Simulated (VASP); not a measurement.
# Cu2B (Fd-3m) in VASP: notebook

Runs on Cu2B. Level: PBE. Tasks: single point, relaxation of cell and atoms.

All numbers are computed with VASP 6.6.1; they aren't measurements. Logs are shortened: lines on timing, memory, paths and dates and some standing lists are left out, and cuts for length are marked.

## Step 1: The cell of the first run

The structure is cubic, space group Fd-3m (No. 227). Conventional cell: a = 6.567 Å, b = 6.567 Å, c = 6.567 Å, α = 90.00°, β = 90.00°, γ = 90.00°. Within 3.1 Å of Cu (site symmetry -3m) lie 6 Cu at 2.32 Å and 6 B at 2.72 Å. Within 3.6 Å of B (site symmetry -43m) lie 12 Cu at 2.72 Å and 4 B at 2.84 Å.

## Step 2: Single point, PBE

The input, INCAR:

```
ALGO = Normal
EDIFF = 1E-7
ENCUT = 520
GGA = PE
ISIF = 2
ISMEAR = 0
LASPH = True
LCHARG = False
LREAL = False
LWAVE = False
NBANDS = 34
NELM = 100
PREC = Accurate
SIGMA = 0.1
```

The input, KPOINTS:

```
k-points
0
Gamma
  10 10 10
```

The input, POSCAR:

```
Cu2B
1.0
    0.0000000000      3.2834654186      3.2834654186
    3.2834654186      0.0000000000      3.2834654186
    3.2834654186      3.2834654186      0.0000000000
Cu B
4 2
Direct
    0.6250000000      0.6250000000      0.6250000000
    0.1250000000      0.6250000000      0.6250000000
    0.6250000000      0.6250000000      0.1250000000
    0.6250000000      0.1250000000      0.6250000000
    0.0000000000      0.0000000000      0.0000000000
    0.2500000000      0.2500000000      0.2500000000
```

Potentials or basis: VASP PAW PBE potentials, release 64 (Cu, B).

On the command line:

```console
$ cat potpaw_PBE.64/Cu/POTCAR potpaw_PBE.64/B/POTCAR > POTCAR
$ mpirun -np 1 vasp_std > vasp.out
```

OUTCAR:

```text
EDIFF = 1E-7
   ENCUT = 520
   GGA = PE
   ISIF = 2
   ISMEAR = 0
   LASPH = True
   LREAL = False
   NELM = 100
   PREC = Accurate

 ion  position               nearest neighbor table
   1  0.625  0.625  0.625-   2 2.32   3 2.32   4 2.32   3 2.32   4 2.32   2 2.32
   2  0.125  0.625  0.625-   1 2.32   3 2.32   4 2.32   1 2.32   3 2.32   4 2.32
   3  0.625  0.625  0.125-   1 2.32   1 2.32   2 2.32   4 2.32   4 2.32   2 2.32
   4  0.625  0.125  0.625-   1 2.32   3 2.32   1 2.32   2 2.32   3 2.32   2 2.32
   5  0.000  0.000  0.000-
   6  0.250  0.250  0.250-

  LATTYP: Found a face centered cubic cell.
 ALAT       =     6.5669308372

  Lattice vectors:

 A1 = (   0.0000000000,   3.2834654186,   3.2834654186)
 A2 = (   3.2834654186,   0.0000000000,   3.2834654186)
 A3 = (   3.2834654186,   3.2834654186,   0.0000000000)

Analysis of symmetry for initial positions (statically):
=====================================================================
 Subroutine PRICEL returns:
 Original cell was already a primitive cell.

 Routine SETGRP: Setting up the symmetry group for a
 face centered cubic supercell.

 Subroutine GETGRP returns: Found 48 space group operations
 (whereof 24 operations were pure point group operations)
 out of a pool of 48 trial point group operations.

The static configuration has the point symmetry T_d .
 The point group associated with its full space group is O_h .

Analysis of symmetry for dynamics (positions and initial velocities):
=====================================================================
 Subroutine PRICEL returns:
 Original cell was already a primitive cell.

 Routine SETGRP: Setting up the symmetry group for a
 face centered cubic supercell.

 Subroutine GETGRP returns: Found 48 space group operations
 (whereof 24 operations were pure point group operations)
 out of a pool of 48 trial point group operations.

The dynamic configuration has the point symmetry T_d .
 The point group associated with its full space group is O_h .

 Subroutine INISYM returns: Found 48 space group operations
 (whereof 24 operations are pure point group operations),
 and found     1 'primitive' translations

----------------------------------------------------------------------------------------
[... 94 lines left out ...]
   ICHARG =      2    charge: 1-file 2-atom 10-const
   ISPIN  =      1    spin polarized calculation?
   LNONCOLLINEAR =      F non collinear calculations
   LSORBIT =      F    spin-orbit coupling
   LASPH  =      T    aspherical Exc in radial PAW
   ENCUT  =  520.0 eV  38.22 Ry    6.18 a.u.   8.63  8.63  8.63*2*pi/ulx,y,z
   NELM   =    100;   NELMIN=  2; NELMDL= -5     # of ELM steps
   EDIFF  = 0.1E-06   stopping-criterion for ELM
   LREAL  =      F    real-space projection
   EDIFFG = 0.1E-05   stopping-criterion for IOM
   NSW    =      0    number of steps for IOM
   IBRION =     -1    ionic relax: 0-MD 1-quasi-New 2-CG
   NFREE  =      0    steps in history (QN), initial steepest desc. (CG)
   ISIF   =      2    stress and relaxation
   ISYM   =      2    0-nonsym 1-usesym 2-fastsym
   POTIM  = 0.5000    time-step for ionic-motion
   TEBEG  =    0.0;   TEEND  =   0.0 temperature during run
   PSTRESS=    0.0 pullay stress
   NELECT =      50.0000    total number of electrons
   NUPDOWN=      -1.0000    fix difference up-down
   EMIN   =  10.00;   EMAX   =-10.00  energy-range for DOS
   EFERMI =   0.00;   METHOD = LEGACY
   ISMEAR =     0;   SIGMA  =   0.10  broadening in eV -4-tet -1-fermi 0-gaus
   EFERMI_NEDOS =   21; number of points for ismear=-14 and -15
   IALGO  =     38    algorithm
   IMIX   =      4    mixing-type and parameters
     AMIX     =   0.40;   BMIX     =  1.00
     AMIX_MAG =   1.60;   BMIX_MAG =  1.00
  volume/ion in A,a.u.               =      11.80        79.63
  Fermi-wavevector in a.u.,A,eV,Ry     =   1.457882  2.754998 28.918095  2.125420
  Thomas-Fermi vector in A             =   2.574632
   LORBIT       =      0    0 simple, 1 ext, 2 COOP (PROOUT), +10 PAW based schemes
   GGA     = PE    functional components
   LHFCALC =     F    Hartree Fock is set to
   AEXX    =    0.0000 exact exchange contribution
   IVDW    =     0    specifies the selected vdW correction
   LEPSILON=     F    determine dielectric tensor
   LRPA    =     F    only Hartree local field effects (RPA)
 non-spin polarized calculation
 Gauss-broadening in eV      SIGMA  =   0.10
  energy-cutoff  :      520.00
  volume of cell :       70.80
 maximum number of plane-waves:      1924
   NGX = 17   NGY = 17   NGZ = 17

 number of electron      49.9999971 magnetization

 Free energy of the ion-electron system (eV)
  ---------------------------------------------------
  ext. energy  EPLUGINS =         0.00000000
  ---------------------------------------------------
  free energy    TOTEN  =       -21.03465215 eV

  energy without entropy =      -21.02167444  energy(sigma->0) =      -21.02816329

 E-fermi :   6.0073     XC(G=0): -11.8755

 val. band max:        5.9730501473   @ k =  -0.4000   0.2000   0.1000
 cond. band min:       6.0143455816   @ k =  -0.3000   0.1000   0.0000
 fundamental gap:      0.0412954343
 Fermi energy:         6.0072638469

 k-point     1 :       0.0000    0.0000    0.0000
  band No.  band energies     occupation
      1      -4.2580      2.00000
      2      -0.0563      2.00000
      3       1.3995      2.00000
      4       1.3995      2.00000
      5       1.3995      2.00000
      6       1.7575      2.00000
[... 877 lines left out ...]
     33      13.4287      0.00000
     34      14.0625      0.00000

 [... further k-points ...]
[... 5 lines left out ...]
  --------------------------------------------------------------------------------------
  -------------------------------------------------------------------------------------
  Total        0.1326774      0.1326774      0.1326774      0.0000000      0.0000000     -0.0000000
  in kB        3.0024800      3.0024800      3.0024800      0.0000000      0.0000000     -0.0000000
  external PRESSURE =       3.0024800 kB  Pullay stress =       0.0000000 kB

 VOLUME and BASIS-vectors are now :
 -----------------------------------------------------------------------------
  energy-cutoff  :      520.00
  volume of cell :       70.80
      direct lattice vectors                 reciprocal lattice vectors
     0.000000000  3.283465419  3.283465419    -0.152278138  0.152278138  0.152278138
     3.283465419  0.000000000  3.283465419     0.152278138 -0.152278138  0.152278138
     3.283465419  3.283465419  0.000000000     0.152278138  0.152278138 -0.152278138

 POSITION                                       TOTAL-FORCE (eV/Angst)
 -----------------------------------------------------------------------------------
      4.10433      4.10433      4.10433        -0.000000     -0.000000     -0.000000
      4.10433      2.46260      2.46260        -0.000000     -0.000000     -0.000000
      2.46260      2.46260      4.10433        -0.000000     -0.000000     -0.000000
      2.46260      4.10433      2.46260        -0.000000     -0.000000     -0.000000
      0.00000      0.00000      0.00000         0.000000      0.000000      0.000000
      1.64173      1.64173      1.64173        -0.000000     -0.000000     -0.000000
 -----------------------------------------------------------------------------------
    total drift:                                0.000000      0.000000      0.000000

  FREE ENERGIE OF THE ION-ELECTRON SYSTEM (eV)
  ---------------------------------------------------
  free  energy   TOTEN  =       -21.0346521522 eV

  energy  without entropy=      -21.0216744356  energy(sigma->0) =      -21.02816329
```

OSZICAR:

```text
N       E                     dE             d eps       ncg     rms          rms(c)
DAV:   1     0.392428367579E+03    0.39243E+03   -0.22073E+04  3196   0.235E+03
DAV:   2     0.140963250239E+02   -0.37833E+03   -0.36422E+03  3196   0.400E+02
DAV:   3    -0.240405657974E+02   -0.38137E+02   -0.35025E+02  3624   0.166E+02
DAV:   4    -0.256118702859E+02   -0.15713E+01   -0.15361E+01  4800   0.378E+01
DAV:   5    -0.256284078782E+02   -0.16538E-01   -0.16515E-01  4634   0.373E+00    0.197E+01
DAV:   6    -0.276059912159E+02   -0.19776E+01   -0.72603E+01  3742   0.181E+02    0.150E+01
DAV:   7    -0.211882946277E+02    0.64177E+01   -0.18823E+01  4072   0.932E+01    0.255E+00
DAV:   8    -0.212172861352E+02   -0.28992E-01   -0.30136E+00  5072   0.292E+01    0.335E+00
DAV:   9    -0.210453187798E+02    0.17197E+00   -0.62879E-01  4860   0.135E+01    0.803E-01
DAV:  10    -0.210411061101E+02    0.42127E-02   -0.29793E-02  4716   0.129E+00    0.581E-01
DAV:  11    -0.210346692395E+02    0.64369E-02   -0.21161E-02  4588   0.311E+00    0.120E-01
DAV:  12    -0.210346841047E+02   -0.14865E-04   -0.39189E-03  4814   0.693E-01    0.413E-02
DAV:  13    -0.210346512818E+02    0.32823E-04   -0.19973E-04  5376   0.208E-01    0.124E-02
DAV:  14    -0.210346532643E+02   -0.19825E-05   -0.42122E-05  5112   0.856E-02    0.602E-03
DAV:  15    -0.210346534841E+02   -0.21981E-06   -0.23862E-06  3844   0.134E-02    0.549E-03
DAV:  16    -0.210346521196E+02    0.13645E-05   -0.11109E-06  4730   0.189E-02    0.600E-04
DAV:  17    -0.210346521522E+02   -0.32506E-07   -0.28697E-07  3012   0.307E-03
   1 F= -.21034652E+02 E0= -.21028163E+02  d E =-.129777E-01
```

Wall time 1.8 min (1 thread of AMD EPYC 9R45 (Zen 5), shared host); peak memory 0.21 GiB.

Results:

```yaml
Free_energy: -21.0347 eV
Pressure: 0.3 GPa
Band_gap_on_the_k_mesh: zero (band 25 reaches 6.74 eV, above the bottom of band 26 at 5.40 eV)
```

## Step 3: Relaxation of cell and atoms, PBE

This run uses another cell than the first one, of 12.11 Å³/atom, 1.027 times its volume.

The input, INCAR:

```
PREC = Accurate
ENCUT = 600
EDIFF = 1E-7
ISMEAR = 0
SIGMA = 0.1
LREAL = F
LASPH = T
NELM = 100
ALGO = Normal
ISIF = 3
LWAVE = F
LCHARG = F
GGA = PE
IBRION = 2
NSW = 100
EDIFFG = -0.01
```

The input, KPOINTS:

```
regular mesh
0
Gamma
  10 10 10
```

POSCAR: that of step 2 with these lines changed.

```diff
@@ -2,5 +2,5 @@
 1.0
-    0.0000000000      3.2834654186      3.2834654186
-    3.2834654186      0.0000000000      3.2834654186
-    3.2834654186      3.2834654186      0.0000000000
+    0.0000000000      3.3124307600      3.3124307600
+    3.3124307600      0.0000000000      3.3124307600
+    3.3124307600      3.3124307600      0.0000000000
 Cu B
```

Potentials or basis: VASP PAW PBE potentials, release 64 (Cu, B).

On the command line:

```console
$ cat potpaw_PBE.64/Cu/POTCAR potpaw_PBE.64/B/POTCAR > POTCAR
$ mpirun -np 1 vasp_std > vasp.out
```

OUTCAR:

```text
PREC = Accurate
   ENCUT = 600
   EDIFF = 1E-7
   ISMEAR = 0
   LREAL = F
   LASPH = T
   NELM = 100
   ISIF = 3
   GGA = PE
   IBRION = 2
   NSW = 100
   EDIFFG = -0.01

 ion  position               nearest neighbor table
   1  0.625  0.625  0.625-   2 2.34   3 2.34   4 2.34   3 2.34   4 2.34   2 2.34
   2  0.125  0.625  0.625-   1 2.34   3 2.34   4 2.34   1 2.34   3 2.34   4 2.34
   3  0.625  0.625  0.125-   1 2.34   1 2.34   2 2.34   4 2.34   4 2.34   2 2.34
   4  0.625  0.125  0.625-   1 2.34   3 2.34   1 2.34   2 2.34   3 2.34   2 2.34
   5  0.000  0.000  0.000-
   6  0.250  0.250  0.250-

  LATTYP: Found a face centered cubic cell.
 ALAT       =     6.6248615200

  Lattice vectors:

 A1 = (   0.0000000000,   3.3124307600,   3.3124307600)
 A2 = (   3.3124307600,   0.0000000000,   3.3124307600)
 A3 = (   3.3124307600,   3.3124307600,   0.0000000000)

Analysis of symmetry for initial positions (statically):
=====================================================================
 Subroutine PRICEL returns:
 Original cell was already a primitive cell.

 Routine SETGRP: Setting up the symmetry group for a
[... 181 lines left out ...]

------------------------ aborting loop because EDIFF is reached ----------------------------------------

  FORCE on cell =-STRESS in cart. coord.  units (eV):
  Direction    XX          YY          ZZ          XY          YZ          ZX
  --------------------------------------------------------------------------------------
  -------------------------------------------------------------------------------------
  Total       -1.2109180     -1.2109180     -1.2109180      0.0000000      0.0000000     -0.0000000
  in kB      -26.6903885    -26.6903885    -26.6903885      0.0000000      0.0000000     -0.0000000
  external PRESSURE =     -26.6903885 kB  Pullay stress =       0.0000000 kB
[... 67 lines left out ...]
--------------------------------------- Ionic step        3  -------------------------------------------

 number of electron      49.9999980 magnetization

 Free energy of the ion-electron system (eV)
  ---------------------------------------------------
  ext. energy  EPLUGINS =         0.00000000
  ---------------------------------------------------
  free energy    TOTEN  =       -21.03639414 eV

  energy without entropy =      -21.02341955  energy(sigma->0) =      -21.02990685

 E-fermi :   5.9785     XC(G=0): -11.8622

 val. band max:        5.9448881395   @ k =  -0.4000   0.2000   0.1000
 cond. band min:       5.9852544599   @ k =  -0.3000   0.1000   0.0000
 fundamental gap:      0.0403663203
 Fermi energy:         5.9784529511

 k-point     1 :       0.0000    0.0000    0.0000
  band No.  band energies     occupation
      1      -4.2666      2.00000
      2      -0.0678      2.00000
      3       1.3852      2.00000
      4       1.3852      2.00000
      5       1.3852      2.00000
      6       1.7420      2.00000
[... 781 lines left out ...]
     29       9.7558      0.00000
     30      10.6911      0.00000

 [... further k-points ...]
[... 5 lines left out ...]
  --------------------------------------------------------------------------------------
  -------------------------------------------------------------------------------------
  Total        0.0026865      0.0026865      0.0026865      0.0000000      0.0000000      0.0000000
  in kB        0.0606365      0.0606365      0.0606365      0.0000000      0.0000000      0.0000000
  external PRESSURE =       0.0606365 kB  Pullay stress =       0.0000000 kB
[... 21 lines left out ...]
  FREE ENERGIE OF THE ION-ELECTRON SYSTEM (eV)
  ---------------------------------------------------
  free  energy   TOTEN  =       -21.0363941409 eV

  energy  without entropy=      -21.0234195532  energy(sigma->0) =      -21.02990685

 reached required accuracy - stopping structural energy minimisation
```

CONTCAR:

```text
Cu2B
   1.00000000000000
     0.0000000000000000    3.2863223758520617    3.2863223758520617
     3.2863223758520617   -0.0000000000000000    3.2863223758520617
     3.2863223758520617    3.2863223758520617    0.0000000000000000
  Cu              B
     4     2
Direct
     0.6250000000000000    0.6250000000000000    0.6250000000000000
     0.1250000000000000    0.6250000000000000    0.6250000000000000
     0.6250000000000000    0.6250000000000000    0.1250000000000000
     0.6250000000000000    0.1250000000000000    0.6250000000000000
     0.0000000000000000    0.0000000000000000    0.0000000000000000
     0.2500000000000000    0.2500000000000000    0.2500000000000000

  0.00000000E+00  0.00000000E+00  0.00000000E+00
  0.00000000E+00  0.00000000E+00  0.00000000E+00
  0.00000000E+00  0.00000000E+00  0.00000000E+00
  0.00000000E+00  0.00000000E+00  0.00000000E+00
  0.00000000E+00  0.00000000E+00  0.00000000E+00
  0.00000000E+00  0.00000000E+00  0.00000000E+00
```

Run time: 5.1 min. Hardware: 1 thread of AMD EPYC 9R45 (Zen 5), shared host; peak memory 0.27 GiB.

What came out:

```yaml
Free_energy: -21.0364 eV
Relaxed_volume: 11.83 Å³/atom
Relaxed_cell: a = 4.648 Å, b = 4.648 Å, c = 4.648 Å, α = 60.00°, β = 60.00°, γ = 60.00°
Space_group_after_relaxing_to_0.05_Å: Fd-3m (No. 227)
Energy_gained_by_relaxing: 2.4 meV/atom
Ionic_steps: 3
Pressure_after_relaxing: 0.0 GPa
Band_gap_on_the_k_mesh: zero (band 25 reaches 6.71 eV, above the bottom of band 26 at 5.38 eV)
```

The path:
```tsv
step	energy change (eV)	largest force (eV/Å)	pressure (GPa)	volume (Å³)
1	0.0000	0.0000	-2.67	72.69
2	-0.0138	0.0000	0.70	70.59
3	-0.0146	0.0000	0.01	70.98
```

Final structure:
```
Cu B
1.0
     0.00000    3.28632    3.28632
     3.28632    0.00000    3.28632
     3.28632    3.28632    0.00000
Cu B
4 2
Cartesian
  4.1079 4.1079 4.1079
  4.1079 2.4647 2.4647
  2.4647 2.4647 4.1079
  2.4647 4.1079 2.4647
  0.0000 0.0000 0.0000
  1.6432 1.6432 1.6432
```

## Step 4: Single point, PBE

This run uses another cell than the first one, of 12.11 Å³/atom, 1.027 times its volume.

The input, INCAR:

```
PREC = Accurate ; ENCUT = 520
EDIFF = 1E-7 ; ISMEAR = 0
SIGMA = 0.1 ; LREAL = F
LASPH = T ; NELM = 100
ALGO = Normal ; ISIF = 2
LWAVE = F ; LCHARG = F
GGA = PE ; NBANDS = 34
```

The input, KPOINTS:

```
Automatic mesh
0
Gamma
  4 4 4
```

POSCAR is that of step 3.

On the command line:

```console
$ cat potpaw_PBE.64/Cu/POTCAR potpaw_PBE.64/B/POTCAR > POTCAR
$ mpirun -np 1 vasp_std > vasp.out
```

Run time: 24 s. Hardware: 1 thread of AMD EPYC 9R45 (Zen 5), shared host; peak memory 0.16 GiB.

Results (log left out):

```yaml
Free_energy: -21.2793 eV
Pressure: -3.4 GPa
Band_gap_on_the_k_mesh: zero (band 25 reaches 6.95 eV, above the bottom of band 26 at 5.14 eV)
```

Levels at points of the mesh, in eV from the Fermi level:
```csv
k point,band 21,band 22,band 23,band 24,band 25,band 26,band 27,band 28,band 29,band 30
"(0.00, 0.00, 0.00)",-0.80,-0.80,-0.36,-0.36,-0.36,1.32,1.53,1.53,1.53,1.53
"(0.50, 0.00, 0.00)",-1.65,-0.80,-0.75,-0.33,-0.33,0.21,2.02,2.02,3.34,4.40
"(0.50, 0.50, 0.00)",-1.66,-1.66,-1.17,-1.17,-0.38,-0.38,4.00,4.00,4.23,4.23
```

Caveat: the k points lie up to 0.41 Å⁻¹ apart.

## Step 5: Summary

```tsv
task	cell	k mesh	cutoff (eV)	gap on the mesh (eV)	pressure (GPa)
single point	a = 4.644 Å, angles 60.0°, 6 atoms	10 × 10 × 10	520	none	0.3
relaxation of cell and atoms	relaxed from a = 4.684 Å, angles 60.0°, 6 atoms	10 × 10 × 10	600	none	0.0
single point	a = 4.684 Å, angles 60.0°, 6 atoms	4 × 4 × 4	520	none	-3.4
```

Alike in all rows: level PBE; potentials or basis VASP PAW PBE potentials, release 64 (Cu, B); no spin polarisation; smearing gaussian 0.1 eV.

Caveats: some runs use coarse meshes.

Total energies depend on the potentials used, so only differences within one code and one set of settings carry meaning.
